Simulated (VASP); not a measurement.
# Mg in VASP: further runs

Mg is run at these levels: LDA, PBE+D3(BJ); tasks: single point.

All numbers are computed with VASP 6.6.1; they aren't measurements. Logs are shortened: lines on timing, memory, paths and dates and some standing lists are left out, and cuts for length are marked.

### 1 The cell of the first run

Symmetry: P6_3/mmc, No. 194, hexagonal system. Conventional cell: a = 3.209 Å, b = 3.209 Å, c = 5.210 Å, α = 90.00°, β = 90.00°, γ = 120.00°. Mg (site symmetry -6m2) has 12 Mg at 3.20 to 3.21 Å within 4.2 Å.

### 2 Single point, LDA

The input, INCAR:

```
SYSTEM = Mg
PREC = Accurate
ENCUT = 520
EDIFF = 1E-6
ISMEAR = -1
SIGMA = 0.05
LREAL = .False.
LASPH = .True.
NELM = 100
ALGO = Fast
ISIF = 2
LWAVE = .False.
LCHARG = .False.
NBANDS = 9
```

The input, KPOINTS:

```
regular mesh
0
Gamma
  10 10 5
  0 0 0
```

The input, POSCAR:

```
Mg
1.0
    3.2093000000      0.0000000000      0.0000000000
   -1.6046500000      2.7793353284      0.0000000000
    0.0000000000      0.0000000000      5.2103000000
Mg
2
Direct
    0.6666666667      0.3333333333      0.7500000000
    0.3333333333      0.6666666667      0.2500000000
```

Potentials or basis: VASP PAW LDA potentials, release 64 (Mg).

The run is started by

```
> cat potpaw_LDA.64/Mg/POTCAR > POTCAR
> mpirun -np 1 vasp_std > vasp.out
```

OUTCAR:

```text
SYSTEM = Mg
   PREC = Accurate
   ENCUT = 520
   EDIFF = 1E-6
   ISMEAR = -1
   LREAL = .False.
   LASPH = .True.
   NELM = 100
   ISIF = 2

 ion  position               nearest neighbor table
   1  0.667  0.333  0.750-   2 3.20   2 3.20   2 3.20   2 3.20   2 3.20   2 3.20
   2  0.333  0.667  0.250-   1 3.20   1 3.20   1 3.20   1 3.20   1 3.20   1 3.20

  LATTYP: Found a hexagonal cell.
 ALAT       =     3.2093000000
 C/A-ratio  =     1.6235004518

  Lattice vectors:

 A1 = (   3.2093000000,   0.0000000000,   0.0000000000)
 A2 = (  -1.6046500000,   2.7793353284,   0.0000000000)
 A3 = (   0.0000000000,   0.0000000000,   5.2103000000)

Analysis of symmetry for initial positions (statically):
=====================================================================
 Subroutine PRICEL returns:
 Original cell was already a primitive cell.

 Routine SETGRP: Setting up the symmetry group for a
 hexagonal supercell.

 Subroutine GETGRP returns: Found 24 space group operations
 (whereof 12 operations were pure point group operations)
 out of a pool of 24 trial point group operations.

The static configuration has the point symmetry D_3d.
 The point group associated with its full space group is D_6h.

Analysis of symmetry for dynamics (positions and initial velocities):
=====================================================================
 Subroutine PRICEL returns:
 Original cell was already a primitive cell.

 Routine SETGRP: Setting up the symmetry group for a
 hexagonal supercell.

 Subroutine GETGRP returns: Found 24 space group operations
 (whereof 12 operations were pure point group operations)
 out of a pool of 24 trial point group operations.

The dynamic configuration has the point symmetry D_3d.
 The point group associated with its full space group is D_6h.

 Subroutine INISYM returns: Found 24 space group operations
 (whereof 12 operations are pure point group operations),
 and found     1 'primitive' translations

----------------------------------------------------------------------------------------

                                     Primitive cell

  volume of cell :      46.4744

  direct lattice vectors                    reciprocal lattice vectors
     3.209300000  0.000000000  0.000000000     0.311594429  0.179899127  0.000000000
    -1.604650000  2.779335328  0.000000000     0.000000000  0.359798255  0.000000000
     0.000000000  0.000000000  5.210300000     0.000000000  0.000000000  0.191927528

  length of vectors
     3.209300000  3.209300000  5.210300000     0.359798255  0.359798255  0.191927528

  position of ions in fractional coordinates (direct lattice)
     0.666666667  0.333333333  0.750000000
     0.333333333  0.666666667  0.250000000

  ion indices of the primitive-cell ions
   primitive index   ion index
                 1           1
                 2           2

----------------------------------------------------------------------------------------

 KPOINTS: regular mesh

Automatic generation of k-mesh.
 Grid dimensions read from file:
 generate k-points for:   10   10    5

 Generating k-lattice:

  Cartesian coordinates                     Fractional coordinates (reciprocal lattice)
     0.031159443  0.017989913  0.000000000     0.100000000 -0.000000000  0.000000000
     0.000000000  0.035979825  0.000000000     0.000000000  0.100000000  0.000000000
     0.000000000  0.000000000  0.038385506     0.000000000  0.000000000  0.200000000

  Length of vectors
     0.035979825  0.035979825  0.038385506

  Shift w.r.t. Gamma in fractional coordinates (k-lattice)
     0.000000000  0.000000000  0.000000000

 Subroutine IBZKPT returns following result:
 ===========================================

 Found     42 irreducible k-points:

 Following reciprocal coordinates:
            Coordinates               Weight
  0.000000  0.000000  0.000000      1.000000
  0.100000  0.000000  0.000000      6.000000
  0.200000  0.000000  0.000000      6.000000
  0.300000  0.000000  0.000000      6.000000
  0.400000  0.000000  0.000000      6.000000
  0.500000  0.000000  0.000000      3.000000
[... 16 lines left out ...]
  0.300000  0.100000  0.200000     24.000000
  0.400000  0.100000  0.200000     24.000000
 [... further k-points ...]
   k-points           NKPTS =     42   k-points in BZ     NKDIM =     42   number of bands    NBANDS=      9
   number of dos      NEDOS =    301   number of ions     NIONS =      2
   total plane-waves  NPLWV =  23040
   dimension x,y,z NGX =    24 NGY =   24 NGZ =   40
   dimension x,y,z NGXF=    48 NGYF=   48 NGZF=   80
   ions per type =               2
   NGX,Y,Z   is equivalent  to a cutoff of  12.43, 12.43, 12.76 a.u.
   NGXF,Y,Z  is equivalent  to a cutoff of  24.86, 24.86, 25.53 a.u.
 SYSTEM =  Mg
   PREC   = accura    normal or accurate (medium, high low for compatibility)
   ISTART =      0    job   : 0-new  1-cont  2-samecut
   ICHARG =      2    charge: 1-file 2-atom 10-const
   ISPIN  =      1    spin polarized calculation?
   LNONCOLLINEAR =      F non collinear calculations
   LSORBIT =      F    spin-orbit coupling
   LASPH  =      T    aspherical Exc in radial PAW
   ENCUT  =  520.0 eV  38.22 Ry    6.18 a.u.   5.97  5.97  9.69*2*pi/ulx,y,z
   NELM   =    100;   NELMIN=  2; NELMDL= -5     # of ELM steps
   EDIFF  = 0.1E-05   stopping-criterion for ELM
   LREAL  =      F    real-space projection
   EDIFFG = 0.1E-04   stopping-criterion for IOM
   NSW    =      0    number of steps for IOM
   IBRION =     -1    ionic relax: 0-MD 1-quasi-New 2-CG
   NFREE  =      0    steps in history (QN), initial steepest desc. (CG)
   ISIF   =      2    stress and relaxation
   ISYM   =      2    0-nonsym 1-usesym 2-fastsym
   POTIM  = 0.5000    time-step for ionic-motion
   TEBEG  =    0.0;   TEEND  =   0.0 temperature during run
   PSTRESS=    0.0 pullay stress
   NELECT =       4.0000    total number of electrons
   NUPDOWN=      -1.0000    fix difference up-down
   EMIN   =  10.00;   EMAX   =-10.00  energy-range for DOS
   EFERMI =   0.00;   METHOD = LEGACY
   ISMEAR =    -1;   SIGMA  =   0.05  broadening in eV -4-tet -1-fermi 0-gaus
   EFERMI_NEDOS =   21; number of points for ismear=-14 and -15
   IALGO  =     68    algorithm
   IMIX   =      4    mixing-type and parameters
     AMIX     =   0.40;   BMIX     =  1.00
     AMIX_MAG =   1.60;   BMIX_MAG =  1.00
  volume/ion in A,a.u.               =      23.24       156.81
  Fermi-wavevector in a.u.,A,eV,Ry     =   0.722809  1.365911  7.108401  0.522453
  Thomas-Fermi vector in A             =   1.812866
   LORBIT       =      0    0 simple, 1 ext, 2 COOP (PROOUT), +10 PAW based schemes
   GGA     = CA    functional components
   LHFCALC =     F    Hartree Fock is set to
   AEXX    =    0.0000 exact exchange contribution
   IVDW    =     0    specifies the selected vdW correction
   LEPSILON=     F    determine dielectric tensor
   LRPA    =     F    only Hartree local field effects (RPA)
 non-spin polarized calculation
 RMM-DIIS sequential band-by-band and
  energy-cutoff  :      520.00
  volume of cell :       46.47
 maximum number of plane-waves:      1277
 NGX is ok and might be reduce to    24
   NGX = 11   NGY = 11   NGZ = 19

 number of electron       4.0000000 magnetization

 Free energy of the ion-electron system (eV)
  ---------------------------------------------------
  ext. energy  EPLUGINS =         0.00000000
  ---------------------------------------------------
  free energy    TOTEN  =        -3.58296355 eV

  energy without entropy =       -3.57090731  energy(sigma->0) =       -3.57693543

 E-fermi :   2.4323     XC(G=0):  -8.6404

 val. band max:        2.4186244848   @ k =   0.2000   0.1000   0.0000
 cond. band min:       2.4444067912   @ k =   0.3000   0.3000   0.0000
 fundamental gap:      0.0257823065
 Fermi energy:         2.4323104098

 k-point     1 :       0.0000    0.0000    0.0000
  band No.  band energies     occupation
      1      -4.4602      2.00000
      2       0.7791      2.00000
      3       1.1282      2.00000
      4      13.2342      0.00000
      5      13.2342      0.00000
      6      13.2484      0.00000
      7      13.2484      0.00000
      8      14.1579      0.00000
      9      15.6675      0.00000

 k-point     2 :       0.1000    0.0000    0.0000
  band No.  band energies     occupation
      1      -4.2653      2.00000
      2       0.9571      2.00000
      3       1.3184      2.00000
      4      10.4517      0.00000
      5      11.7674      0.00000
      6      12.6204      0.00000
      7      14.9642      0.00000
      8      14.9881      0.00000
      9      15.1263      0.00000

 k-point     3 :       0.2000    0.0000    0.0000
  band No.  band energies     occupation
      1      -3.6831      2.00000
      2       1.4914      2.00000
      3       1.8789      1.99997
      4       7.5106      0.00000
      5      10.6214      0.00000
      6      11.1775      0.00000
      7      12.2302      0.00000
      8      13.2216      0.00000
      9      15.1990      0.00000

 k-point     4 :       0.3000    0.0000    0.0000
  band No.  band energies     occupation
      1      -2.7205      2.00000
      2       2.3828      1.45844
      3       2.7394      0.00429
      4       4.9027      0.00000
      5       9.5198      0.00000
      6       9.5696      0.00000
      7       9.8055      0.00000
      8      11.5873      0.00000
      9      14.2884      0.00000
[... 205 lines left out ...]
 k-point    22 :       0.2000    0.1000    0.2000
  band No.  band energies     occupation
      1      -2.8856      2.00000
      2       0.3332      2.00000
      3       4.4520      0.00000
      4       6.4930      0.00000
      5       8.1509      0.00000
      6       9.5848      0.00000
      7      11.2062      0.00000
      8      13.1702      0.00000
      9      13.3735      0.00000

 k-point    23 :       0.3000    0.1000    0.2000
  band No.  band energies     occupation
      1      -1.7412      2.00000
      2       1.4207      2.00000
      3       3.8200      0.00000
      4       5.6422      0.00000
      5       6.7558      0.00000
      6       7.8624      0.00000
      7      10.4086      0.00000
      8      11.2700      0.00000
      9      13.0673      0.00000

 k-point    24 :       0.4000    0.1000    0.2000
  band No.  band energies     occupation
      1      -0.2390      2.00000
      2       1.5650      2.00000
      3       2.9945      0.00003
      4       4.7291      0.00000
      5       6.6809      0.00000
      6       7.6050      0.00000
      7       9.0646      0.00000
      8      10.3744      0.00000
      9      12.7677      0.00000

 [... further k-points ...]

------------------------ aborting loop because EDIFF is reached ----------------------------------------

  FORCE on cell =-STRESS in cart. coord.  units (eV):
  Direction    XX          YY          ZZ          XY          YZ          ZX
  --------------------------------------------------------------------------------------
  -------------------------------------------------------------------------------------
  Total       -0.9124550     -0.9124550     -0.5317232      0.0000000      0.0000000      0.0000000
  in kB      -31.4563297    -31.4563297    -18.3308333      0.0000000      0.0000000      0.0000000
  external PRESSURE =     -27.0811642 kB  Pullay stress =       0.0000000 kB

 VOLUME and BASIS-vectors are now :
 -----------------------------------------------------------------------------
  energy-cutoff  :      520.00
  volume of cell :       46.47
      direct lattice vectors                 reciprocal lattice vectors
     3.209300000  0.000000000  0.000000000     0.311594429  0.179899127  0.000000000
    -1.604650000  2.779335328  0.000000000     0.000000000  0.359798255  0.000000000
     0.000000000  0.000000000  5.210300000     0.000000000  0.000000000  0.191927528

 POSITION                                       TOTAL-FORCE (eV/Angst)
 -----------------------------------------------------------------------------------
      1.60465      0.92645      3.90773         0.000000     -0.000000      0.000000
     -0.00000      1.85289      1.30258        -0.000000      0.000000      0.000000
 -----------------------------------------------------------------------------------
    total drift:                                0.000000     -0.000000      0.000000

  FREE ENERGIE OF THE ION-ELECTRON SYSTEM (eV)
  ---------------------------------------------------
  free  energy   TOTEN  =        -3.5829635510 eV

  energy  without entropy=       -3.5709073087  energy(sigma->0) =       -3.57693543
```

Wall time 16 s (1 thread of Intel Xeon 8259CL, shared host); peak memory 0.14 GiB.

What came out:

- Free energy: -3.5830 eV
- Pressure: -2.7 GPa
- Band gap on the k mesh: zero (band 2 reaches 3.10 eV, above the bottom of band 3 at 1.13 eV)

Levels at points of the mesh, in eV from the Fermi level:
```tsv
k point	band 1	band 2	band 3	band 4	band 5	band 6
(0.00, 0.00, 0.00)	-6.89	-1.65	-1.30	10.80	10.80	10.82
(0.50, 0.00, 0.00)	-2.16	-2.12	2.61	3.04	3.17	3.60
```

### 3 Single point, PBE+D3(BJ) (atoms moved at random)

The input, INCAR:

```
PREC = Accurate
ENCUT = 520
EDIFF = 1E-7
ISMEAR = 1
SIGMA = 0.1
LREAL = F
LASPH = T
NELM = 100
ALGO = Normal
ISIF = 2
LWAVE = F
LCHARG = T
GGA = PE
IVDW = 12
LELF = T
LVHAR = T
NBANDS = 9
```

The input, KPOINTS:

```
Automatic mesh
0
Gamma
  7 7 4
```

The input, POSCAR:

```
Mg
1.0
    3.2093000000      0.0000000000      0.0000000000
   -1.6046500000      2.7793353284      0.0000000000
    0.0000000000      0.0000000000      5.2103000000
Mg
2
Direct
    0.6739433569      0.3448401317      0.7539815390
    0.3404726431      0.6777558683      0.2539604610
```

Potentials or basis: VASP PAW PBE potentials, release 64 (Mg).

The run is started by

```
> cat potpaw_PBE.64/Mg/POTCAR > POTCAR
> mpirun -np 1 vasp_std > vasp.out
```

Run time: 23 s. Hardware: 1 thread of AMD EPYC 7R43 (Zen 3), shared host; peak memory 0.16 GiB.

The run converged. Its results:

| Quantity | Value |
| --- | --- |
| Free energy | -3.5925 eV |
| Pressure | -2.3 GPa |
| Band gap on the k mesh | zero (band 2 reaches 3.35 eV, above the bottom of band 3 at 1.33 eV) |
| Dispersion energy per atom | -0.280 eV |

Stress tensor (GPa, compression positive):
```
-3.33  0.00  0.00
 0.00 -3.33  0.00
 0.00  0.00 -0.24
```

Levels at points of the mesh, in eV from the Fermi level:
| k point | band 1 | band 2 | band 3 | band 4 | band 5 |
| --- | --- | --- | --- | --- | --- |
| (0.00, 0.00, 0.00) | -6.84 | -1.62 | -1.21 | 10.91 | 10.91 |
| (0.00, 0.00, 0.50) | -5.46 | -5.46 | 5.03 | 5.03 | 11.65 |

Caveat: the cell differs from its parent crystal (atoms moved at random); three body term missing; pairwise dispersion overbinds metals, which lowers pressure and volume.
